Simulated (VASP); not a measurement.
Input of a VASP 6.6.1 run:

Contents of INCAR:

```
SYSTEM = C
PREC = Accurate ; ENCUT = 520
EDIFF = 1E-6 ; ISMEAR = 0
SIGMA = 0.05 ; LREAL = .False.
LASPH = .True. ; NELM = 80
ALGO = Normal ; ISIF = 2
LWAVE = .False. ; LCHARG = .False.
LDIPOL = .True. ; IDIPOL = 3
DIPOL = 0.5 0.5 0.519 ; GGA = PS
NBANDS = 26
```

File KPOINTS:

```
Automatic mesh
0
Gamma
  12 12 1
  0 0 0
```

File POSCAR:

```
C
1.0
    2.5129226041      0.0000000000      0.0000000000
   -1.2564613021      2.1762548129      0.0000000000
    0.0000000000      0.0000000000     23.6683263218
C
8
Direct
    0.3333333333      0.6666666667      0.3591297451
    0.0000000000      0.0000000000      0.3808020920
    0.0000000000      0.0000000000      0.4458191327
    0.6666666667      0.3333333333      0.4674914796
    0.6666666667      0.3333333333      0.5466176653
    0.3333333333      0.6666666667      0.5553821985
    0.3333333333      0.6666666667      0.6969821925
    0.0000000000      0.0000000000      0.6970745186
```

Potentials or basis: VASP PAW PBE potentials, release 64 (C).

Run with:

```console
$ cat potpaw_PBE.64/C/POTCAR > POTCAR
$ mpirun -np 1 vasp_std > vasp.out
```

Q: Predict the largest force.

A: 5.496 eV/Å.

Forces in eV/Å, atoms in the order of the input:
```
C    0.000  0.000  3.469
C    0.000  0.000 -5.496
C    0.000  0.000  4.393
C    0.000  0.000 -2.380
C    0.000  0.000 -0.005
C    0.000  0.000  0.018
C    0.000  0.000 -0.001
C    0.000  0.000  0.002
```

Caveat: the PAW data sets were made with another functional, which shifts forces and pressure a little.
